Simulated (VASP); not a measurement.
Wanted: the native input for a VASP 6.6.1 run.

```
Task                               : relaxation of cell and atoms
Functional                         : PBE-based screened hybrid with 25 % exact exchange
Potentials or basis                : VASP PAW PBE potentials, release 64 (Pb_d, Se)
Cutoff                             : 600 eV
k mesh                             : 4 × 4 × 4
Occupations                        : fermi-dirac, width 0.05 eV
Spin                               : no spin polarisation
Dipole correction                  : no
Grid for exact exchange (PRECFOCK) : Normal
Share of exact exchange            : 0.25
Further INCAR settings             : ALGO = Normal; EDIFF = 1e-07; IBRION = 2; EDIFFG = -0.01; NSW = 60; ISIF = 3
Screening parameter                : 0.3 1/Å
```

Crystal: PbSe.

```
Pb Se
1.0
     0.00000    3.06065    3.06065
     3.06065    0.00000    3.06065
     3.06065    3.06065    0.00000
Pb Se
1 1
Direct
  0.00000 0.00000 0.00000
  0.50000 0.50000 0.50000
```

These files were run (other wordings do the same):

POSCAR

```
PbSe
1.0
    0.0000000000      3.0606500000      3.0606500000
    3.0606500000      0.0000000000      3.0606500000
    3.0606500000      3.0606500000      0.0000000000
Pb Se
1 1
Direct
    0.0000000000      0.0000000000      0.0000000000
    0.5000000000      0.5000000000      0.5000000000
```

INCAR.step1

```
SYSTEM = PbSe
ALGO = Normal
EDIFF = 1E-5
ENCUT = 600
GGA = PE
ISMEAR = -1
LASPH = .TRUE.
LCHARG = .FALSE.
LREAL = .FALSE.
LWAVE = .TRUE.
NBANDS = 17
NELM = 100
PREC = Accurate
SIGMA = 0.05
```

INCAR.step2

```
SYSTEM = PbSe
AEXX = 0.25
ALGO = Normal
EDIFF = 1E-7
EDIFFG = -0.01
ENCUT = 600
GGA = PE
HFSCREEN = 0.3
IBRION = 2
ISIF = 3
ISMEAR = -1
ISTART = 1
LASPH = .TRUE.
LCHARG = .FALSE.
LHFCALC = .TRUE.
LREAL = .FALSE.
LWAVE = .FALSE.
NELM = 100
NSW = 60
PREC = Accurate
PRECFOCK = Normal
SIGMA = 0.05
```

KPOINTS

```
k-points
0
G
  4 4 4
  0 0 0
```

Potentials or basis: VASP PAW PBE potentials, release 64 (Pb_d, Se).

Command:

```bash
$ cat potpaw_PBE.64/Pb_d/POTCAR potpaw_PBE.64/Se/POTCAR > POTCAR
$ cp INCAR.step1 INCAR
$ mpirun -np 1 vasp_std > vasp.out
$ cp INCAR.step2 INCAR
$ mpirun -np 1 vasp_std > vasp.out
```

It gave:

```
Relaxed volume                        : 29.43 Å³/atom
Relaxed cell                          : a = 4.366 Å, b = 4.366 Å, c = 4.366 Å, α = 60.00°, β = 60.00°, γ = 60.00°
Space group after relaxing (to 0.1 Å) : Fm-3m (No. 225)
Energy gained by relaxing             : 3.2 meV/atom
Ionic steps                           : 3
Pressure after relaxing               : 0.0 GPa
Band gap on the k mesh                : 0.68 eV
```

Caveat: the k points lie up to 0.44 Å⁻¹ apart in the final cell; the PAW data sets were made with another functional, which shifts forces and pressure a little; spin-orbit coupling is left out, which moves the levels of the heavy elements.

Wall time 45 min on 1 thread of Intel(R) Xeon(R) Platinum 8375C CPU @ 2.90GHz (Ice Lake), on a shared host, peak memory 0.33 GiB.
